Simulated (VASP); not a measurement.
A run of VASP 6.6.1:

Contents of INCAR:

```
SYSTEM = C
  PREC = Accurate
  ENCUT = 520
  EDIFF = 1E-6
  ISMEAR = 0
  SIGMA = 0.15
  LREAL = .FALSE.
  LASPH = .TRUE.
  NELM = 80
  ALGO = Normal
  ISIF = 2
  LWAVE = .FALSE.
  LCHARG = .FALSE.
  GGA = PE
  IVDW = 12
  NBANDS = 16
```

KPOINTS

```
regular mesh
0
G
  24 24 8
  0 0 0
```

Contents of POSCAR:

```
C
1.0
    1.3013937866     -2.2529480382      0.0000000000
    1.3013937866      2.2529480382      0.0000000000
    0.0000000000      0.0000000000      6.1008444121
C
4
Direct
    0.0833101797      0.9166898203      0.7500000000
    0.5833101797      0.4166898203      0.2500000000
    0.9166898203      0.0833101797      0.2500000000
    0.4166898203      0.5833101797      0.7500000000
```

Potentials or basis: VASP PAW PBE potentials, release 64 (C).

Run with:

```sh
$ cat potpaw_PBE.64/C/POTCAR > POTCAR
$ mpirun -np 1 vasp_std > vasp.out
```

Hardware: 1 thread of Intel(R) Xeon(R) 6975P-C (Granite Rapids) (shared host).

Question: Estimate the wall time of this run.

Answer: It took 2.8 min on 1 thread of Intel(R) Xeon(R) 6975P-C (Granite Rapids), on a shared host, peak memory 0.41 GiB. Counts: scf iterations 12, k points 785.
